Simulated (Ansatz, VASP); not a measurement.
**One calculation of SnTe, two programs**

The input INCAR:

```
SYSTEM = SnTe
  PREC = Accurate
  ENCUT = 520
  EDIFF = 1E-6
  ISMEAR = -1
  SIGMA = 0.05
  LREAL = .False.
  LASPH = .True.
  NELM = 100
  ALGO = Normal
  ISIF = 2
  LWAVE = .False.
  LCHARG = .False.
  GGA = PE
  NBANDS = 17
```

KPOINTS

```
Automatic mesh
0
Gamma
  6 6 6
  0 0 0
```

POSCAR

```
SnTe
1.0
    0.0000000000      3.6111460000      3.6111460000
    3.6111460000      0.0000000000      3.6111460000
    3.6111460000      3.6111460000      0.0000000000
Te Sn
1 1
Direct
    0.2500000000      0.2500000000      0.2500000000
    0.0000000000      0.0000000000      0.0000000000
```

input.yaml

```yaml
crystal:
  lattice:
    - [0.0, 3.611146, 3.611146]
    - [3.611146, 0.0, 3.611146]
    - [3.611146, 3.611146, 0.0]
  atoms:
    - { symbol: Te, position: [0.25, 0.25, 0.25] }
    - { symbol: Sn, position: [0.0, 0.0, 0.0] }
kpoints:
  mp_grid: { grid: [6, 6, 6] }
scf:
  occupations: { method: fermi_dirac, width: 0.05 }
hamiltonian:
  xc: pbe
  pseudopotentials: { kind: all_electron, datasets: crystal }
output:
  forces: true
  stress: true
  eigenvalues: true
```

Alike in both runs: task single point; functional PBE; k mesh 6 × 6 × 6; occupations fermi-dirac, width 0.05 eV; no spin polarisation.

```csv
,VASP,Ansatz
version,VASP 6.6.1,Ansatz 0.2.0
potentials or method,"VASP PAW PBE potentials, release 64 (Te, Sn_d), cutoff 520 eV",all-electron PAW datasets made for the crystal
```

|  | VASP | Ansatz | Ansatz less VASP |
| --- | --- | --- | --- |
| gap on the k mesh at the Fermi level (eV) | 0.28 | 0.28 | +0.002 |
| least direct gap on the mesh (eV) | 0.80 | 0.80 | +0.001 |
| pressure (GPa) | -0.1 | 0.0 | +0.02 |

Ansatz ran all-electron here, and VASP with PAW potentials.

Neither program's run includes spin-orbit coupling.
